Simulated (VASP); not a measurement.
**MgSi2N: relaxation of cell and atoms with PBE**

Crystal: MgSi2N.

```
Mg Si N
1.0
     2.13528    1.23281    3.86931
    -2.13528    1.23281    3.86931
     0.00000   -2.46561    3.86931
Mg Si N
1 2 1
Direct
  0.50000 0.50000 0.50000
  0.33109 0.33109 0.33109
  0.66891 0.66891 0.66891
  0.00000 0.00000 0.00000
```

```json
{
 "Program": "VASP 6.6.1",
 "Task": "relaxation of cell and atoms",
 "Functional": "PBE",
 "Potentials or basis": "VASP PAW PBE potentials, release 64 (Mg, Si, N)",
 "Cutoff": "600 eV",
 "k mesh": "6 × 6 × 6",
 "Occupations": "gaussian, width 0.1 eV",
 "Spin": "no spin polarisation",
 "Dipole correction": "no",
 "Further INCAR settings": "ALGO = Normal; EDIFF = 1e-07; IBRION = 2; EDIFFG = -0.04; NSW = 90; ISIF = 3"
}
```

| Item | Value |
| --- | --- |
| Relaxed volume | 15.00 Å³/atom |
| Relaxed cell | a = 5.716 Å, b = 5.716 Å, c = 5.716 Å, α = 36.79°, β = 36.79°, γ = 36.79° |
| Space group after relaxing (to 0.05 Å) | R-3m (No. 166) |
| Energy gained by relaxing | 1384.8 meV/atom |
| Ionic steps | 19 |
| Pressure after relaxing | 0.2 GPa |
| Largest force after relaxing | 0.019 eV/Å |

Forces on the atoms (eV/Å):
```
Mg   0.000  0.000  0.000
Si   0.000  0.000 -0.019
Si   0.000  0.000  0.019
N    0.000  0.000  0.000
```

Stress tensor (GPa, compression positive):
```
0.23 0.00 0.00
0.00 0.23 0.00
0.00 0.00 0.14
```

The path:
```csv
step,energy change (eV),largest force (eV/Å),pressure (GPa),volume (Å³)
1,0.0000,9.3737,23.88,61.11
2,-4.4885,0.1376,-13.62,78.65
3,-4.6510,0.3620,-9.01,71.18
4,-4.6599,0.2828,-9.74,71.92
5,-5.1948,0.8732,-2.40,62.64
6,-5.2392,1.1038,1.43,60.03
7,-5.2397,1.1398,2.04,59.67
8,-5.3623,0.7378,2.15,58.93
9,-5.4427,0.4734,2.63,58.11
10,-5.4183,0.8496,4.58,56.42
11,-5.4775,0.2034,3.04,57.56
12,-5.4758,0.2960,3.60,57.02
13,-5.4827,0.0199,3.25,57.30
14,-5.5098,0.2638,-1.62,60.57
15,-5.5124,0.2120,-0.58,59.79
16,-5.5306,0.0716,-0.47,60.05
17,-5.5383,0.0666,-0.27,60.30
18,-5.5384,0.0775,-0.25,60.32
19,-5.5391,0.0195,0.20,60.00
```

Final structure:
```cif
data_structure
_symmetry_space_group_name_H-M 'P 1'
_symmetry_Int_Tables_number 1
_cell_length_a 5.7161
_cell_length_b 5.7161
_cell_length_c 5.7161
_cell_angle_alpha 36.790
_cell_angle_beta 36.790
_cell_angle_gamma 36.790
_cell_volume 60.00
loop_
_atom_site_label
_atom_site_type_symbol
_atom_site_fract_x
_atom_site_fract_y
_atom_site_fract_z
_atom_site_occupancy
Mg1 Mg 0.50000 0.50000 0.50000 1
Si1 Si 0.28831 0.28831 0.28831 1
Si2 Si 0.71169 0.71169 0.71169 1
N1 N 0.00000 0.00000 0.00000 1
```

Levels at points of the mesh, in eV from the Fermi level:
| k point | band 5 | band 6 | band 7 | band 8 | band 9 | band 10 |
| --- | --- | --- | --- | --- | --- | --- |
| (0.00, 0.00, 0.00) | -4.91 | -3.55 | -0.30 | -0.30 | -0.05 | 3.08 |
| (0.50, 0.00, 0.00) | -5.02 | -3.21 | -2.08 | 0.15 | 0.68 | 2.00 |
| (0.50, 0.50, 0.00) | -5.48 | -4.04 | -1.86 | 1.69 | 1.86 | 3.17 |
| (0.50, 0.50, 0.50) | -4.93 | -1.98 | -0.45 | -0.28 | -0.28 | 2.82 |

Run time: 5.5 min on 1 thread of Intel(R) Xeon(R) Platinum 8559C (Emerald Rapids), with other jobs on the host, peak memory 0.26 GiB.
